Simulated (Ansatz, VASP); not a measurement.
# Re in VASP and in Ansatz

Contents of INCAR:

```
SYSTEM = Re
  PREC = Accurate
  ENCUT = 520
  EDIFF = 1E-6
  ISMEAR = -1
  SIGMA = 0.03
  LREAL = .False.
  LASPH = .True.
  NELM = 80
  ALGO = Normal
  ISIF = 2
  LWAVE = .False.
  LCHARG = .True.
  GGA = PE
  LELF = .True.
  LVHAR = .True.
  NBANDS = 10
```

KPOINTS

```
Automatic mesh
0
Gamma
  14 14 14
  0 0 0
```

POSCAR

```
Re
1.0
    0.0000000000      1.9815615100      1.9815615100
    1.9815615100      0.0000000000      1.9815615100
    1.9815615100      1.9815615100      0.0000000000
Re
1
Direct
    0.0000000000      0.0000000000      0.0000000000
```

Input for Ansatz:

```yaml
crystal:
  lattice:
    - [0.0, 1.98156151, 1.98156151]
    - [1.98156151, 0.0, 1.98156151]
    - [1.98156151, 1.98156151, 0.0]
  atoms:
    - { symbol: Re, position: [0.0, 0.0, 0.0] }
kpoints:
  mp_grid: { grid: [14, 14, 14] }
  band_path:
    path:
      - [0.0, 0.0, 0.0]
      - [0.5, 0.0, 0.5]
      - [0.625, 0.25, 0.625]
      - [0.375, 0.375, 0.75]
      - [0.0, 0.0, 0.0]
      - [0.5, 0.5, 0.5]
      - [0.5, 0.25, 0.75]
      - [0.5, 0.0, 0.5]
    npoints: 5
scf:
  occupations: { method: fermi_dirac, width: 0.03 }
hamiltonian:
  xc: pbe
  pseudopotentials: { kind: all_electron, lapw: { basis_error: 0.001 } }
output:
  forces: true
  stress: true
  eigenvalues: true
```

Change from the starting cell: volume scaled by 1.01.

Alike in both runs: task single point; functional PBE; k mesh 14 × 14 × 14; occupations fermi-dirac, width 0.03 eV; no spin polarisation.

|  | VASP | Ansatz |
| --- | --- | --- |
| version | VASP 6.6.1 | Ansatz 0.2.0 |
| potentials or method | VASP PAW PBE potentials, release 64 (Re), cutoff 520 eV | all-electron LAPW, scalar-relativistic |

VASP gave:

* pressure (GPa): -13.0

Q: Which values does Ansatz return?

A: Pressure (GPa): -12.1.

Ansatz ran all-electron here, and VASP with PAW potentials.

Neither program's run includes spin-orbit coupling.
